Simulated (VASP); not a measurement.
# WSe2 in VASP: single point with PBEsol

Aim: the single point of WSe2 with PBEsol.

Everything below comes from runs of VASP 6.6.1. Logs are shortened: lines on timing, memory, paths and dates and some standing lists are left out, and cuts for length are marked.

### Step 1. The cell of the first run

The cell holds a slab with vacuum, 3 atoms: a = 3.458 Å, b = 3.400 Å, c = 17.007 Å, α = 83.48°, β = 95.18°, γ = 116.32°.

### Step 2. Single point, PBEsol (atoms moved at random and the cell strained at random)

Input file INCAR:

```
SYSTEM = WSe2
  ALGO = Normal
  EDIFF = 1E-6
  ENCUT = 520
  GGA = PS
  ISIF = 2
  ISMEAR = 0
  LASPH = .TRUE.
  LCHARG = .FALSE.
  LREAL = .FALSE.
  LWAVE = .FALSE.
  NBANDS = 20
  NELM = 80
  PREC = Accurate
  SIGMA = 0.05
```

Input file KPOINTS:

```
k-points
0
G
  12 12 2
  0 0 0
```

Input file POSCAR:

```
WSe2
1.0
    3.4524334418      0.1297775408     -0.1561259766
   -1.6138260737      2.9864813551      0.1924791753
   -0.7954274619      0.6731041240     16.9754614163
W Se
1 2
Direct
   -0.0077170293      0.0013080644      0.0009322183
    0.3300132356      0.6611992134      0.0983916775
    0.3443704604      0.6708260555      0.9006761041
```

Potentials or basis: VASP PAW PBE potentials, release 64 (W_sv, Se).

Started as:

```sh
> cat potpaw_PBE.64/W_sv/POTCAR potpaw_PBE.64/Se/POTCAR > POTCAR
> mpirun -np 1 vasp_std > vasp.out
```

OUTCAR:

```text
SYSTEM = WSe2
   EDIFF = 1E-6
   ENCUT = 520
   GGA = PS
   ISIF = 2
   ISMEAR = 0
   LASPH = .TRUE.
   LREAL = .FALSE.
   NELM = 80
   PREC = Accurate

 ion  position               nearest neighbor table
   1  0.992  0.001  0.001-   2 2.42   3 2.57   3 2.59   2 2.69   2 2.70   3 2.77
   2  0.330  0.661  0.098-   1 2.42   1 2.69   1 2.70
   3  0.344  0.671  0.901-   1 2.57   1 2.59   1 2.77

  LATTYP: Found a triclinic cell.
 ALAT       =     3.6184068477
 B/A-ratio  =     0.9557790985
 C/A-ratio  =     4.6875398626
 COS(alpha) =     0.0016198126
 COS(beta)  =     0.0830043382
 COS(gamma) =     0.5391140942

  Lattice vectors:

 A1 = (   1.8386073681,   3.1162588959,   0.0363531987)
 A2 = (   3.4524334418,   0.1297775408,  -0.1561259766)
 A3 = (  -0.8183986118,   2.3133772311, -16.7829822410)

Analysis of symmetry for initial positions (statically):
=====================================================================
 Subroutine PRICEL returns:
 Original cell was already a primitive cell.

 Routine SETGRP: Setting up the symmetry group for a
 triclinic supercell.

 Subroutine GETGRP returns: Found  1 space group operations
 (whereof  1 operations were pure point group operations)
 out of a pool of  2 trial point group operations.

The static configuration has the point symmetry C_1 .

Analysis of symmetry for dynamics (positions and initial velocities):
=====================================================================
 Subroutine PRICEL returns:
 Original cell was already a primitive cell.

 Routine SETGRP: Setting up the symmetry group for a
 triclinic supercell.

 Subroutine GETGRP returns: Found  1 space group operations
 (whereof  1 operations were pure point group operations)
 out of a pool of  2 trial point group operations.

The dynamic configuration has the point symmetry C_1 .

 Subroutine INISYM returns: Found  1 space group operations
 (whereof  1 operations are pure point group operations),
 and found     1 'primitive' translations

----------------------------------------------------------------------------------------

                                     Primitive cell

  volume of cell :     177.9145

  direct lattice vectors                    reciprocal lattice vectors
     3.452433442  0.129777541 -0.156125977     0.284222650  0.153120368  0.007246492
    -1.613826074  2.986481355  0.192479175    -0.012973210  0.328710995 -0.013641807
    -0.795427462  0.673104124 16.975461416     0.002761139 -0.002318874  0.059129888

  length of vectors
     3.458397635  3.400081427 17.007412040     0.322925492  0.329249634  0.059239722

  position of ions in fractional coordinates (direct lattice)
     0.992282971  0.001308064  0.000932218
     0.330013236  0.661199213  0.098391677
     0.344370460  0.670826056  0.900676104

  ion indices of the primitive-cell ions
   primitive index   ion index
                 1           1
                 2           2
                 3           3

----------------------------------------------------------------------------------------

 KPOINTS: k-points

Automatic generation of k-mesh.
 Grid dimensions read from file:
 generate k-points for:   12   12    2

 Generating k-lattice:

  Cartesian coordinates                     Fractional coordinates (reciprocal lattice)
     0.023685221  0.012760031  0.000603874     0.083333333  0.000000000  0.000000000
    -0.001081101  0.027392583 -0.001136817    -0.000000000  0.083333333  0.000000000
     0.001380570 -0.001159437  0.029564944     0.000000000  0.000000000  0.500000000

  Length of vectors
     0.026910458  0.027437470  0.029619861

  Shift w.r.t. Gamma in fractional coordinates (k-lattice)
     0.000000000  0.000000000  0.000000000

 Subroutine IBZKPT returns following result:
 ===========================================

 Found    148 irreducible k-points:

 Following reciprocal coordinates:
            Coordinates               Weight
  0.000000  0.000000  0.000000      1.000000
  0.083333 -0.000000 -0.000000      2.000000
  0.166667  0.000000 -0.000000      2.000000
  0.250000  0.000000 -0.000000      2.000000
  0.333333  0.000000  0.000000      2.000000
  0.416667  0.000000  0.000000      2.000000
[... 16 lines left out ...]
  0.250000  0.166667  0.000000      2.000000
  0.333333  0.166667  0.000000      2.000000
 [... further k-points ...]
   k-points           NKPTS =    148   k-points in BZ     NKDIM =    148   number of bands    NBANDS=     20
   number of dos      NEDOS =    301   number of ions     NIONS =      3
   total plane-waves  NPLWV =  98784
   dimension x,y,z NGX =    28 NGY =   28 NGZ =  126
   dimension x,y,z NGXF=    56 NGYF=   56 NGZF=  252
   ions per type =               1   2
   NGX,Y,Z   is equivalent  to a cutoff of  13.46, 13.69, 12.32 a.u.
   NGXF,Y,Z  is equivalent  to a cutoff of  26.92, 27.38, 24.63 a.u.
 SYSTEM =  WSe2
   PREC   = accura    normal or accurate (medium, high low for compatibility)
   ISTART =      0    job   : 0-new  1-cont  2-samecut
   ICHARG =      2    charge: 1-file 2-atom 10-const
   ISPIN  =      1    spin polarized calculation?
   LNONCOLLINEAR =      F non collinear calculations
   LSORBIT =      F    spin-orbit coupling
   LASPH  =      T    aspherical Exc in radial PAW
   ENCUT  =  520.0 eV  38.22 Ry    6.18 a.u.   6.43  6.32 31.62*2*pi/ulx,y,z
   NELM   =     80;   NELMIN=  2; NELMDL= -5     # of ELM steps
   EDIFF  = 0.1E-05   stopping-criterion for ELM
   LREAL  =      F    real-space projection
   EDIFFG = 0.1E-04   stopping-criterion for IOM
   NSW    =      0    number of steps for IOM
   IBRION =     -1    ionic relax: 0-MD 1-quasi-New 2-CG
   NFREE  =      0    steps in history (QN), initial steepest desc. (CG)
   ISIF   =      2    stress and relaxation
   ISYM   =      2    0-nonsym 1-usesym 2-fastsym
   POTIM  = 0.5000    time-step for ionic-motion
   TEBEG  =    0.0;   TEEND  =   0.0 temperature during run
   PSTRESS=    0.0 pullay stress
   NELECT =      26.0000    total number of electrons
   NUPDOWN=      -1.0000    fix difference up-down
   EMIN   =  10.00;   EMAX   =-10.00  energy-range for DOS
   EFERMI =   0.00;   METHOD = LEGACY
   ISMEAR =     0;   SIGMA  =   0.05  broadening in eV -4-tet -1-fermi 0-gaus
   EFERMI_NEDOS =   21; number of points for ismear=-14 and -15
   IALGO  =     38    algorithm
   IMIX   =      4    mixing-type and parameters
     AMIX     =   0.40;   BMIX     =  1.00
     AMIX_MAG =   1.60;   BMIX_MAG =  1.00
  volume/ion in A,a.u.               =      59.30       400.21
  Fermi-wavevector in a.u.,A,eV,Ry     =   0.862307  1.629525 10.116940  0.743574
  Thomas-Fermi vector in A             =   1.980090
   LORBIT       =      0    0 simple, 1 ext, 2 COOP (PROOUT), +10 PAW based schemes
   GGA     = PS    functional components
   LHFCALC =     F    Hartree Fock is set to
   AEXX    =    0.0000 exact exchange contribution
   IVDW    =     0    specifies the selected vdW correction
   LEPSILON=     F    determine dielectric tensor
   LRPA    =     F    only Hartree local field effects (RPA)
 non-spin polarized calculation
 Gauss-broadening in eV      SIGMA  =   0.05
  energy-cutoff  :      520.00
  volume of cell :      177.91
 maximum number of plane-waves:      4835
 NGX is ok and might be reduce to    28
   NGX = 13   NGY = 13   NGZ = 63

 number of electron      25.9999998 magnetization

 Free energy of the ion-electron system (eV)
  ---------------------------------------------------
  ext. energy  EPLUGINS =         0.00000000
  ---------------------------------------------------
  free energy    TOTEN  =       -22.45535552 eV

  energy without entropy =      -22.45535552  energy(sigma->0) =      -22.45535552

 E-fermi :  -0.9683     XC(G=0):  -4.5272

 val. band max:       -1.3696145220   @ k =  -0.0000   0.0000   0.5000
 cond. band min:      -0.3989528257   @ k =   0.3333   0.3333   0.0000
 fundamental gap:      0.9706616963
 Fermi energy:        -0.9682825583

 k-point     1 :       0.0000    0.0000    0.0000
  band No.  band energies     occupation
      1     -75.6916      2.00000
      2     -39.8552      2.00000
      3     -39.8245      2.00000
      4     -39.7760      2.00000
      5     -15.6134      2.00000
      6     -14.4822      2.00000
[... 12 lines left out ...]
     19       3.6476      0.00000
     20       3.7050      0.00000

 k-point     2 :       0.0833   -0.0000   -0.0000
  band No.  band energies     occupation
      1     -75.6913      2.00000
      2     -39.8616      2.00000
      3     -39.8235      2.00000
      4     -39.7781      2.00000
      5     -15.5378      2.00000
      6     -14.4488      2.00000
[... 12 lines left out ...]
     19       3.7915      0.00000
     20       3.8578      0.00000

 k-point     3 :       0.1667    0.0000   -0.0000
  band No.  band energies     occupation
      1     -75.6907      2.00000
      2     -39.8795      2.00000
      3     -39.8211      2.00000
      4     -39.7831      2.00000
      5     -15.3225      2.00000
      6     -14.3547      2.00000
[... 12 lines left out ...]
     19       4.1557      0.00000
     20       4.3636      0.00000

 k-point     4 :       0.2500    0.0000   -0.0000
  band No.  band energies     occupation
      1     -75.6898      2.00000
      2     -39.9049      2.00000
      3     -39.8185      2.00000
      4     -39.7879      2.00000
      5     -15.0040      2.00000
      6     -14.2182      2.00000
[... 12 lines left out ...]
     19       4.6407      0.00000
     20       4.8956      0.00000

 k-point     5 :       0.3333    0.0000    0.0000
  band No.  band energies     occupation
      1     -75.6889      2.00000
      2     -39.9309      2.00000
      3     -39.8174      2.00000
      4     -39.7906      2.00000
      5     -14.6485      2.00000
      6     -14.0713      2.00000
[... 12 lines left out ...]
     19       4.7477      0.00000
     20       5.2106      0.00000
[... 353 lines left out ...]
      6     -14.2636      2.00000
[... 12 lines left out ...]
     19       4.4516      0.00000
     20       4.8222      0.00000

 k-point    22 :       0.1667    0.1667    0.0000
  band No.  band energies     occupation
      1     -75.6893      2.00000
      2     -39.9053      2.00000
      3     -39.8238      2.00000
      4     -39.7961      2.00000
      5     -14.8448      2.00000
      6     -14.1442      2.00000
[... 12 lines left out ...]
     19       4.8616      0.00000
     20       5.2404      0.00000

 k-point    23 :       0.2500    0.1667    0.0000
  band No.  band energies     occupation
      1     -75.6885      2.00000
      2     -39.9248      2.00000
      3     -39.8289      2.00000
      4     -39.7964      2.00000
      5     -14.5242      2.00000
      6     -14.0061      2.00000
[... 12 lines left out ...]
     19       5.1131      0.00000
     20       5.5030      0.00000

 k-point    24 :       0.3333    0.1667    0.0000
  band No.  band energies     occupation
      1     -75.6879      2.00000
      2     -39.9403      2.00000
      3     -39.8345      2.00000
      4     -39.7950      2.00000
      5     -14.2525      2.00000
      6     -13.8866      2.00000
[... 12 lines left out ...]
     19       5.7377      0.00000
     20       6.0049      0.00000

 [... further k-points ...]
[... 5 lines left out ...]
  --------------------------------------------------------------------------------------
  -------------------------------------------------------------------------------------
  Total       -4.8144744     -5.8761241     -3.0980171     -1.8729000     -2.5980864      3.9407956
  in kB      -43.3558829    -52.9163779    -27.8986358    -16.8660640    -23.3965993     35.4881261
  external PRESSURE =     -41.3902989 kB  Pullay stress =       0.0000000 kB

 VOLUME and BASIS-vectors are now :
 -----------------------------------------------------------------------------
  energy-cutoff  :      520.00
  volume of cell :      177.91
      direct lattice vectors                 reciprocal lattice vectors
     3.452433442  0.129777541 -0.156125977     0.284222650  0.153120368  0.007246492
    -1.613826074  2.986481355  0.192479175    -0.012973210  0.328710995 -0.013641807
    -0.795427462  0.673104124 16.975461416     0.002761139 -0.002318874  0.059129888

 POSITION                                       TOTAL-FORCE (eV/Angst)
 -----------------------------------------------------------------------------------
      3.42294      0.13331     -0.13884        -0.269850      0.305849     -0.907128
     -0.00598      2.08372      1.74599         1.270254     -0.889512     -0.377950
     -0.61010      2.65435     15.36475        -1.000404      0.583664      1.285077
 -----------------------------------------------------------------------------------
    total drift:                               -0.000048      0.000096      0.000222

  FREE ENERGIE OF THE ION-ELECTRON SYSTEM (eV)
  ---------------------------------------------------
  free  energy   TOTEN  =       -22.4553555201 eV

  energy  without entropy=      -22.4553555201  energy(sigma->0) =      -22.45535552
```

Wall time 12 min (1 thread of Oxide Virtual Turin-like, shared host); peak memory 0.64 GiB.

What came out:

```yaml
Free_energy: -22.4554 eV
Largest_force: 1.730 eV/Å
Band_gap_on_the_k_mesh: 0.97 eV, indirect (least direct gap 1.02 eV)
```

Forces on the atoms (eV/Å):
```
W   -0.270  0.306 -0.907
Se   1.270 -0.890 -0.378
Se  -1.000  0.584  1.285
```

Caveat: the cell differs from its parent crystal (atoms moved at random and the cell strained at random); the PAW data sets were made with another functional, which shifts forces and pressure a little; spin-orbit coupling is left out, which moves the levels of the heavy elements.
